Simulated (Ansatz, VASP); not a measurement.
Two plane-wave programs on AlInAsP3

```xyz
6
Lattice="6.1986 0.0000 0.0000 -3.0993 5.3681 0.0000 0.0000 0.0000 3.8659" Properties=species:S:1:pos:R:3 pbc="T T T"
Al    0.0000    0.0000    0.0000
In    0.0000    3.5788    0.0000
P    -1.4894    2.7189    1.9329
P     1.4894    2.7189    1.9329
P     0.0000    5.2986    1.9329
As    3.0993    1.7894    0.0000
```

Change from the starting cell: species swapped into the YSiBRh3 type (P-6m2, No. 187).

Alike in both runs: task single point; functional PBE; k mesh 3 × 3 × 4; occupations gaussian, width 0.1 eV; no spin polarisation.

|  | VASP | Ansatz |
| --- | --- | --- |
| version | VASP 6.6.1 | Ansatz 0.2.0 |
| potentials or method | VASP PAW PBE potentials, release 64 (Al, In_d, P, As), cutoff 500 eV | scalar-relativistic, plane waves, PAW |
| valence electrons in the cell | 36 | 46 |

Ansatz gave:

- gap on the k mesh at the Fermi level (eV): none
- pressure (GPa): 2.5
- traceless stress, the component that is largest in VASP (GPa): -1.63
- rms of the force components (eV/Å): 0.407

Estimate VASP's values.

gap on the k mesh at the Fermi level (eV): none; pressure (GPa): 2.5; traceless stress, the component that is largest in VASP (GPa): -1.64; rms of the force components (eV/Å): 0.404.

Atom by atom the forces differ by 0.003 eV/Å (rms over components). A gap of «none» marks a metal or a gap that the smearing closes. VASP's potentials hold 36 valence electrons a cell and Ansatz's 46, so a difference there can come from the potentials and not from the codes.

The k mesh is coarse, so the values compare programs but aren't converged.
